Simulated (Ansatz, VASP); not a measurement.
## C: VASP beside Ansatz

```
C
1.0
     0.00000    1.79518    1.79518
     1.79518    0.00000    1.79518
     1.79518    1.79518    0.00000
C
2
Direct
  0.75000 0.75000 0.75000
  0.50000 0.50000 0.50000
```

Alike in both runs: task single point; functional r2SCAN; dispersion rVV10; k mesh 13 × 13 × 13; occupations fermi-dirac, width 0.05 eV; no spin polarisation.

```csv
,VASP,Ansatz
version,VASP 6.6.1,Ansatz 0.2.0
potentials or method,"VASP PAW PBE potentials, release 64 (C)",Ansatz PAW
plane-wave cutoff (eV),520,500
valence electrons in the cell,8,8
```

```csv
,VASP,Ansatz,Ansatz less VASP
gap on the k mesh at the Fermi level (eV),4.26,4.29,+0.027
least direct gap on the mesh (eV),5.77,5.82,+0.043
pressure (GPa),-10.7,-11.8,-1.03
```

VASP's potentials were made for PBE, not for r2SCAN.

Noted on Ansatz's run: odd divisions of the mesh miss points on the zone boundary, where band edges often lie, so the gap on the mesh can be too wide.
